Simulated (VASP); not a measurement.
# Ir in VASP: further runs

Ir is run at these levels: r2SCANh, PBEsol; tasks: single point.

Everything below comes from runs of VASP 6.6.1. Logs are shortened: lines on timing, memory, paths and dates and some standing lists are left out, and cuts for length are marked.

**1. The cell of the first run**

The structure is cubic, space group Fm-3m (No. 225). The conventional cell has a = 3.831 Å, b = 3.831 Å, c = 3.831 Å, α = 90.00°, β = 90.00°, γ = 90.00°. Within 3.6 Å of Ir (site symmetry m-3m) lie 12 Ir at 2.71 Å.

**2. Single point, r2SCANh**

POSCAR reads:

```
Ir
1.0
    0.0000000000      1.9156000000      1.9156000000
    1.9156000000      0.0000000000      1.9156000000
    1.9156000000      1.9156000000      0.0000000000
Ir
1
Direct
    0.0000000000      0.0000000000      0.0000000000
```

INCAR.step1 reads:

```
  PREC = Accurate
  ENCUT = 520
  EDIFF = 1E-5
  ISMEAR = -1
  SIGMA = 0.05
  LREAL = F
  LASPH = T
  NELM = 80
  ALGO = Normal
  ISIF = 2
  LWAVE = T
  LCHARG = F
  GGA = PE
  NBANDS = 10
```

INCAR.step2 reads:

```
  PREC = Accurate
  ENCUT = 520
  EDIFF = 1E-6
  ISMEAR = -1
  SIGMA = 0.05
  LREAL = F
  LASPH = T
  NELM = 80
  ALGO = Normal
  ISIF = 2
  LWAVE = F
  LCHARG = F
  METAGGA = R2SCAN
  LHFCALC = T
  AEXX = 0.1
  LMIXTAU = T
  PRECFOCK = Normal
  ISTART = 1
  NBANDS = 10
```

KPOINTS reads:

```
Automatic mesh
0
Gamma
  6 6 6
```

Potentials or basis: VASP PAW PBE potentials, release 64 (Ir).

The run is started by

```sh
cat potpaw_PBE.64/Ir/POTCAR > POTCAR
cp INCAR.step1 INCAR
mpirun -np 1 vasp_std > vasp.out
cp INCAR.step2 INCAR
mpirun -np 1 vasp_std > vasp.out
```

OUTCAR:

```text
PREC = Accurate
   ENCUT = 520
   EDIFF = 1E-6
   ISMEAR = -1
   LREAL = F
   LASPH = T
   NELM = 80
   ISIF = 2
   METAGGA = R2SCAN
   LHFCALC = T
   AEXX = 0.1
   PRECFOCK = Normal
   ISTART = 1

 ion  position               nearest neighbor table
   1  0.000  0.000  0.000-

  LATTYP: Found a face centered cubic cell.
 ALAT       =     3.8312000000

  Lattice vectors:

 A1 = (   0.0000000000,   1.9156000000,   1.9156000000)
 A2 = (   1.9156000000,   0.0000000000,   1.9156000000)
 A3 = (   1.9156000000,   1.9156000000,   0.0000000000)

Analysis of symmetry for initial positions (statically):
[... 5 lines left out ...]
 face centered cubic supercell.

 Subroutine GETGRP returns: Found 48 space group operations
 (whereof 48 operations were pure point group operations)
 out of a pool of 48 trial point group operations.

The static configuration has the point symmetry O_h .

Analysis of symmetry for dynamics (positions and initial velocities):
[... 5 lines left out ...]
 face centered cubic supercell.

 Subroutine GETGRP returns: Found 48 space group operations
 (whereof 48 operations were pure point group operations)
 out of a pool of 48 trial point group operations.

The dynamic configuration has the point symmetry O_h .

 Subroutine INISYM returns: Found 48 space group operations
 (whereof 48 operations are pure point group operations),
 and found     1 'primitive' translations

----------------------------------------------------------------------------------------

                                     Primitive cell

  volume of cell :      14.0587

  direct lattice vectors                    reciprocal lattice vectors
     0.000000000  1.915600000  1.915600000    -0.261014826  0.261014826  0.261014826
     1.915600000  0.000000000  1.915600000     0.261014826 -0.261014826  0.261014826
     1.915600000  1.915600000  0.000000000     0.261014826  0.261014826 -0.261014826

  length of vectors
     2.709067500  2.709067500  2.709067500     0.452090940  0.452090940  0.452090940

  position of ions in fractional coordinates (direct lattice)
     0.000000000  0.000000000  0.000000000

  ion indices of the primitive-cell ions
   primitive index   ion index
                 1           1

----------------------------------------------------------------------------------------

 KPOINTS: Automatic mesh

Automatic generation of k-mesh.
 Grid dimensions read from file:
 generate k-points for:    6    6    6

 Generating k-lattice:

  Cartesian coordinates                     Fractional coordinates (reciprocal lattice)
    -0.043502471  0.043502471  0.043502471     0.166666667  0.000000000  0.000000000
     0.043502471 -0.043502471  0.043502471     0.000000000  0.166666667  0.000000000
     0.043502471  0.043502471 -0.043502471     0.000000000  0.000000000  0.166666667

  Length of vectors
     0.075348490  0.075348490  0.075348490

  Shift w.r.t. Gamma in fractional coordinates (k-lattice)
     0.000000000  0.000000000  0.000000000

 Subroutine IBZKPT returns following result:
 ===========================================

 Found     16 irreducible k-points:

 Following reciprocal coordinates:
[... 6 lines left out ...]
  0.333333  0.166667  0.000000     24.000000
[... 8 lines left out ...]
 -0.333333  0.333333  0.166667     24.000000
 -0.333333  0.500000  0.166667     12.000000
   k-points           NKPTS =     16   k-points in BZ     NKDIM =    216   number of bands    NBANDS=     10
   number of dos      NEDOS =    301   number of ions     NIONS =      1
   total plane-waves  NPLWV =   8000
   dimension x,y,z NGX =    20 NGY =   20 NGZ =   20
   dimension x,y,z NGXF=    40 NGYF=   40 NGZF=   40
   ions per type =               1
   NGX,Y,Z   is equivalent  to a cutoff of  12.27, 12.27, 12.27 a.u.
   NGXF,Y,Z  is equivalent  to a cutoff of  24.55, 24.55, 24.55 a.u.
 SYSTEM =  unknown system
   PREC   = accura    normal or accurate (medium, high low for compatibility)
   ISTART =      1    job   : 0-new  1-cont  2-samecut
   ICHARG =      0    charge: 1-file 2-atom 10-const
   ISPIN  =      1    spin polarized calculation?
   LNONCOLLINEAR =      F non collinear calculations
   LSORBIT =      F    spin-orbit coupling
   LASPH  =      T    aspherical Exc in radial PAW
   ENCUT  =  520.0 eV  38.22 Ry    6.18 a.u.   5.04  5.04  5.04*2*pi/ulx,y,z
   NELM   =     80;   NELMIN=  2; NELMDL=  0     # of ELM steps
   EDIFF  = 0.1E-05   stopping-criterion for ELM
   LREAL  =      F    real-space projection
   EDIFFG = 0.1E-04   stopping-criterion for IOM
   NSW    =      0    number of steps for IOM
   IBRION =     -1    ionic relax: 0-MD 1-quasi-New 2-CG
   NFREE  =      0    steps in history (QN), initial steepest desc. (CG)
   ISIF   =      2    stress and relaxation
   ISYM   =      3    0-nonsym 1-usesym 2-fastsym
   POTIM  = 0.5000    time-step for ionic-motion
   TEBEG  =    0.0;   TEEND  =   0.0 temperature during run
   PSTRESS=    0.0 pullay stress
   NELECT =       9.0000    total number of electrons
   NUPDOWN=      -1.0000    fix difference up-down
   EMIN   =  10.00;   EMAX   =-10.00  energy-range for DOS
   EFERMI =   0.00;   METHOD = LEGACY
   ISMEAR =    -1;   SIGMA  =   0.05  broadening in eV -4-tet -1-fermi 0-gaus
   EFERMI_NEDOS =   21; number of points for ismear=-14 and -15
   IALGO  =     38    algorithm
   IMIX   =      1    mixing-type and parameters
     AMIX     =   0.40;   BMIX     =  1.00
     AMIX_MAG =   1.60;   BMIX_MAG =  1.00
  volume/ion in A,a.u.               =      14.06        94.87
  Fermi-wavevector in a.u.,A,eV,Ry     =   1.410937  2.666284 27.085691  1.990742
  Thomas-Fermi vector in A             =   2.532839
   LORBIT       =      0    0 simple, 1 ext, 2 COOP (PROOUT), +10 PAW based schemes
   METAGGA = R2SCAN    functional components
   LHFCALC =     T    Hartree Fock is set to
   PRECFOCK=normal    Normal, Fast or Accurate (Low or Medium for compatibility)
   ENCUT4O =  -1.0   cutoff for four orbital integrals eV
   NKREDX  =     1    reduce k-point grid by
   NKREDY  =     1    reduce k-point grid by
   NKREDZ  =     1    reduce k-point grid by
   AEXX    =    0.1000 exact exchange contribution
   HFSCREEN=    0.0000 screening length (either q_TF or 0.3 A-1)
   HFSCREENC=   0.0000 screening length for correlation (either q_TF or 0.3 A-1)
   ENCUTFOCK=  -1.0 apply spherical cutoff to Coloumb kernel
   IVDW    =     0    specifies the selected vdW correction
   LEPSILON=     F    determine dielectric tensor
   LRPA    =     F    only Hartree local field effects (RPA)
 non-spin polarized calculation
  energy-cutoff  :      520.00
  volume of cell :       14.06
 maximum number of plane-waves:       388
  NGX = 16; NGY = 16; NGZ = 16

 number of electron       9.0000000 magnetization

 Free energy of the ion-electron system (eV)
  ---------------------------------------------------
  ext. energy  EPLUGINS =         0.00000000
  ---------------------------------------------------
  free energy    TOTEN  =       -48.96033365 eV

  energy without entropy =      -48.95188214  energy(sigma->0) =      -48.95610789

 E-fermi :   9.6242     XC(G=0): -14.0069

 val. band max:        9.5459681234   @ k =   0.5000   0.3333   0.1667
 cond. band min:      10.0178348922   @ k =   0.3333   0.0000   0.0000
 fundamental gap:      0.4718667688
 Fermi energy:         9.6242414675

 k-point     1 :       0.0000    0.0000    0.0000
  band No.  band energies     occupation
      1      -2.0377      2.00000
      2       5.6970      2.00000
      3       5.6970      2.00000
      4       5.6970      2.00000
      5       8.4980      2.00000
      6       8.4980      2.00000
      7      25.7841      0.00000
      8      31.7462      0.00000
      9      31.7462      0.00000
     10      31.7462      0.00000

 k-point     2 :       0.1667    0.0000    0.0000
  band No.  band energies     occupation
      1      -0.7879      2.00000
      2       5.1875      2.00000
      3       6.1261      2.00000
      4       6.1261      2.00000
      5       8.3855      2.00000
      6       8.3855      2.00000
      7      27.5232      0.00000
      8      27.9656      0.00000
      9      33.7552      0.00000
     10      33.7552      0.00000

 k-point     3 :       0.3333    0.0000    0.0000
  band No.  band energies     occupation
      1       1.0355      2.00000
      2       5.8689      2.00000
      3       5.8689      2.00000
      4       6.2146      2.00000
      5      10.0178      0.00076
      6      10.0178      0.00076
      7      22.6729      0.00000
      8      27.0780      0.00000
      9      34.6298      0.00000
     10      34.6298      0.00000

 k-point     4 :       0.5000    0.0000    0.0000
  band No.  band energies     occupation
      1       1.1405      2.00000
      2       5.5020      2.00000
      3       5.5020      2.00000
      4       9.2227      1.99935
      5      11.3030      0.00000
      6      11.3030      0.00000
      7      18.4205      0.00000
      8      25.3793      0.00000
      9      31.6764      0.00000
     10      31.6764      0.00000
[... 118 lines left out ...]
 k-point    14 :       0.5000    0.3333    0.1667
  band No.  band energies     occupation
      1       3.1246      2.00000
      2       3.6472      2.00000
      3       4.8771      2.00000
      4       8.5136      2.00000
      5       9.5460      1.65427
      6      13.5977      0.00000
      7      22.9614      0.00000
      8      25.3285      0.00000
      9      28.3150      0.00000
     10      34.9549      0.00000

 k-point    15 :      -0.3333    0.3333    0.1667
  band No.  band energies     occupation
      1       3.5967      2.00000
      2       3.6109      2.00000
      3       5.2742      2.00000
      4       7.8000      2.00000
      5      11.0495      0.00000
      6      17.7724      0.00000
      7      17.7984      0.00000
      8      24.8900      0.00000
      9      26.5824      0.00000
     10      33.5052      0.00000

 k-point    16 :      -0.3333    0.5000    0.1667
  band No.  band energies     occupation
      1       2.4808      2.00000
      2       3.1535      2.00000
      3       6.6366      2.00000
      4       8.7896      2.00000
      5      11.9889      0.00000
      6      17.7356      0.00000
      7      19.7680      0.00000
      8      21.9090      0.00000
      9      24.5675      0.00000
     10      36.6586      0.00000

------------------------ aborting loop because EDIFF is reached ----------------------------------------

  FORCE on cell =-STRESS in cart. coord.  units (eV):
  Direction    XX          YY          ZZ          XY          YZ          ZX
  --------------------------------------------------------------------------------------
  -------------------------------------------------------------------------------------
  Total        0.2765904      0.2765904      0.2765904     -0.0000000     -0.0000000      0.0000000
  in kB       31.5212292     31.5212292     31.5212292     -0.0000000     -0.0000000      0.0000000
  external PRESSURE =      31.5212292 kB  Pullay stress =       0.0000000 kB

 VOLUME and BASIS-vectors are now :
 -----------------------------------------------------------------------------
  energy-cutoff  :      520.00
  volume of cell :       14.06
      direct lattice vectors                 reciprocal lattice vectors
     0.000000000  1.915600000  1.915600000    -0.261014826  0.261014826  0.261014826
     1.915600000  0.000000000  1.915600000     0.261014826 -0.261014826  0.261014826
     1.915600000  1.915600000  0.000000000     0.261014826  0.261014826 -0.261014826

 POSITION                                       TOTAL-FORCE (eV/Angst)
 -----------------------------------------------------------------------------------
      0.00000      0.00000      0.00000         0.000000      0.000000     -0.000000
 -----------------------------------------------------------------------------------
    total drift:                               -0.000000     -0.000000     -0.000000

  FREE ENERGIE OF THE ION-ELECTRON SYSTEM (eV)
  ---------------------------------------------------
  free  energy   TOTEN  =       -48.9603336500 eV

  energy  without entropy=      -48.9518821386  energy(sigma->0) =      -48.95610789
```

It took 9.8 min on 1 thread of Intel Xeon Platinum 8175M at 2.50GHz (Skylake/Cascade Lake), shared host; peak memory 0.15 GiB.

What came out:

```yaml
Free_energy: -48.9603 eV
Pressure: 3.2 GPa
```

Caveat: the k points lie up to 0.47 Å⁻¹ apart; the PAW data sets were made with another functional, which shifts forces and pressure a little; spin-orbit coupling is left out, which moves the levels of the heavy elements.

**3. Single point, PBEsol**

INCAR reads:

```
SYSTEM = Ir
  ALGO = Normal
  EDIFF = 1E-6
  ENCUT = 500
  GGA = PS
  GGA_COMPAT = .FALSE.
  ISIF = 2
  ISMEAR = -1
  LASPH = .TRUE.
  LCHARG = .FALSE.
  LREAL = .FALSE.
  LWAVE = .FALSE.
  NBANDS = 10
  NELM = 120
  PREC = Accurate
  SIGMA = 0.05
```

KPOINTS reads:

```
k-points
0
G
  12 12 12
  0 0 0
```

POSCAR reads:

```
Ir
1.0
    0.0000000000      1.9350482143      1.8772880000
    1.9350482143      0.0000000000      1.8772880000
    1.9350482143      1.9350482143      0.0000000000
Ir
1
Direct
    0.0000000000      0.0000000000      0.0000000000
```

Potentials or basis: VASP PAW PBE potentials, release 64 (Ir).

The run is started by

```sh
cat potpaw_PBE.64/Ir/POTCAR > POTCAR
mpirun -np 1 vasp_std > vasp.out
```

Run time: 29 s. Hardware: 1 thread of Intel Xeon 8259CL, shared host; peak memory 0.14 GiB.

It converged, with:

```
Free energy : -9.8300 eV
Pressure    : 0.5 GPa
```

Stress tensor (GPa, compression positive):
```
-3.54  0.00  0.00
 0.00 -3.54  0.00
 0.00  0.00  8.47
```

Levels at points of the mesh, in eV from the Fermi level:
| k point | band 1 | band 2 | band 3 | band 4 | band 5 | band 6 | band 7 | band 8 |
| --- | --- | --- | --- | --- | --- | --- | --- | --- |
| (0.00, 0.00, 0.00) | -11.28 | -4.09 | -4.09 | -3.70 | -1.50 | -0.97 | 14.31 | 19.57 |
| (0.50, 0.00, 0.00) | -8.23 | -4.28 | -3.85 | -0.85 | 0.77 | 1.00 | 7.28 | 13.80 |
| (0.50, 0.50, 0.00) | -8.01 | -7.49 | 0.84 | 1.49 | 1.49 | 2.07 | 11.08 | 11.30 |
| (0.50, 0.00, 0.50) | -8.05 | -7.44 | 0.87 | 1.26 | 1.41 | 1.65 | 10.25 | 11.69 |

Caveat: the PAW data sets were made with another functional, which shifts forces and pressure a little; spin-orbit coupling is left out, which moves the levels of the heavy elements.

(Continued in part 2 of 2.)
